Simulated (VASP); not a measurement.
# BAs in VASP: further runs, part 2 of 2

VASP 6.6.1. The steps go on from the part before.

### 3 Single point, PBEsol

The input, INCAR:

```
SYSTEM = BAs
PREC     = Accurate       ! precision mode
ENCUT    = 520            ! plane-wave cutoff, eV
EDIFF    = 1E-7           ! SCF threshold, eV
ISMEAR   = 0              ! smearing method
SIGMA    = 0.05           ! smearing width, eV
LREAL    = .FALSE.        ! projectors in reciprocal space
LASPH    = .TRUE.         ! aspherical terms in the spheres
NELM     = 60             ! most SCF steps
ALGO     = Normal         ! electronic algorithm
ISIF     = 2              ! what is computed and relaxed
LWAVE    = .FALSE.        ! write WAVECAR
LCHARG   = .FALSE.        ! write CHGCAR
LDIPOL   = .TRUE.       
IDIPOL   = 3            
DIPOL    = 0.5 0.5 0.500
GGA      = PS             ! functional
NBANDS   = 31             ! bands
```

The input, KPOINTS:

```
regular mesh
0
G
  8 8 1
  0 0 0
```

The input, POSCAR:

```
BAs
1.0
    3.3713973180      0.0000000000      0.0000000000
    0.0000000000      3.3713973180      0.0000000000
    0.0000000000      0.0000000000     25.7277205753
As B
5 5
Direct
    0.0000000000      0.5000000000      0.2916462663
    0.5000000000      0.0000000000      0.3849366678
    0.0000000000      0.5000000000      0.4773051807
    0.5000000000      0.0000000000      0.5701899112
    0.0000000000      0.5000000000      0.6637260905
    0.5000000000      0.5000000000      0.3386868396
    0.0000000000      0.0000000000      0.4312377851
    0.5000000000      0.5000000000      0.5236261285
    0.0000000000      0.0000000000      0.6158130658
    0.5000000000      0.5000000000      0.7028320645
```

Potentials or basis: VASP PAW PBE potentials, release 64 (As, B).

Command:

```console
$ cat potpaw_PBE.64/As/POTCAR potpaw_PBE.64/B/POTCAR > POTCAR
$ mpirun -np 1 vasp_std > vasp.out
```

OUTCAR:

```text
SYSTEM = BAs
   PREC = Accurate
   ENCUT = 520
   EDIFF = 1E-7
   ISMEAR = 0
   LREAL = .FALSE.
   LASPH = .TRUE.
   NELM = 60
   ISIF = 2
   GGA = PS

 ion  position               nearest neighbor table
   1  0.000  0.500  0.292-   6 2.08   6 2.08
   2  0.500  0.000  0.385-   6 2.06   6 2.06   7 2.06   7 2.06
   3  0.000  0.500  0.477-   7 2.06   7 2.06   8 2.06   8 2.06
   4  0.500  0.000  0.570-   9 2.05   9 2.05   8 2.07   8 2.07
   5  0.000  0.500  0.664-  10 1.96  10 1.96   9 2.09   9 2.09
   6  0.500  0.500  0.339-   2 2.06   2 2.06   1 2.08   1 2.08
[... 1044 lines left out ...]
  external PRESSURE =      -3.8899271 kB  Pullay stress =       0.0000000 kB

 VOLUME and BASIS-vectors are now :
 -----------------------------------------------------------------------------
  energy-cutoff  :      520.00
  volume of cell :      292.43
      direct lattice vectors                 reciprocal lattice vectors
     3.371397318  0.000000000  0.000000000     0.296612919  0.000000000  0.000000000
     0.000000000  3.371397318  0.000000000     0.000000000  0.296612919  0.000000000
     0.000000000  0.000000000 25.727720575     0.000000000  0.000000000  0.038868581

 POSITION                                       TOTAL-FORCE (eV/Angst)
 -----------------------------------------------------------------------------------
      0.00000      1.68570      7.50339         0.000000      0.000000     -0.055797
      1.68570      0.00000      9.90354         0.000000      0.000000     -0.005862
      0.00000      1.68570     12.27997         0.000000      0.000000     -0.003742
      1.68570      0.00000     14.66969         0.000000      0.000000     -0.007267
      0.00000      1.68570     17.07616         0.000000      0.000000     -0.022414
      1.68570      1.68570      8.71364         0.000000      0.000000     -0.004747
      0.00000      0.00000     11.09477         0.000000      0.000000      0.004349
      1.68570      1.68570     13.47171         0.000000      0.000000      0.006635
      0.00000      0.00000     15.84347         0.000000      0.000000      0.016429
      1.68570      1.68570     18.08227         0.000000      0.000000      0.072417
 -----------------------------------------------------------------------------------
    total drift:                                0.000000      0.000000      0.000071

  FREE ENERGIE OF THE ION-ELECTRON SYSTEM (eV)
  ---------------------------------------------------
  free  energy   TOTEN  =       -56.4763823849 eV

  energy  without entropy=      -56.4694020542  energy(sigma->0) =      -56.47289222

 vacuum level on the upper side and lower side of the slab         5.009         5.551
```

stdout:

```text
POSCAR found type information on POSCAR AsB
 POSCAR found :  2 types and      10 ions
 scaLAPACK will be used
 -----------------------------------------------------------------------------
|                                                                             |
|                                                                             |
|     You enforced a specific xc type in the INCAR file but a different       |
|     I HOPE YOU KNOW WHAT YOU ARE DOING!                                     |
|                                                                             |
 -----------------------------------------------------------------------------

 LDA part: xc-table for (Slater+PW92), standard interpolation
 POSCAR, INCAR and KPOINTS ok, starting setup
 FFT: planning ... GRIDC
 FFT: planning ... GRID_SOFT
 FFT: planning ... GRID
 WAVECAR not read
 entering main loop
```

It took 7.2 min on 1 thread of Intel Xeon 6975P-C (Granite Rapids), shared host; peak memory 0.49 GiB.

Results:

| Quantity | Value |
| --- | --- |
| Free energy | -56.4764 eV |
| Largest force | 0.072 eV/Å |
| Band gap on the k mesh | zero (band 20 reaches 0.03 eV, above the bottom of band 21 at -1.09 eV) |

Forces on the atoms (eV/Å):
```
As   0.000  0.000 -0.056
As   0.000  0.000 -0.006
As   0.000  0.000 -0.004
As   0.000  0.000 -0.007
As   0.000  0.000 -0.022
B    0.000  0.000 -0.005
B    0.000  0.000  0.004
B    0.000  0.000  0.007
B    0.000  0.000  0.016
B    0.000  0.000  0.072
```

Levels at points of the mesh, in eV from the Fermi level:
```
           k point  band 17  band 18  band 19  band 20  band 21  band 22  band 23  band 24
(0.00, 0.00, 0.00)    -0.80    -0.13    -0.13     0.36     1.35     1.42     2.01     2.14
(0.50, 0.00, 0.00)    -1.69    -1.20    -1.10    -0.44     2.50     3.00     3.25     3.35
(0.00, 0.50, 0.00)    -1.46    -0.85    -0.64    -0.25     0.08     0.60     3.09     3.28
(0.50, 0.50, 0.00)    -4.05    -3.68    -1.51    -1.20    -0.76    -0.15     2.32     2.48
```

Caveat: the PAW data sets were made with another functional, which shifts forces and pressure a little.
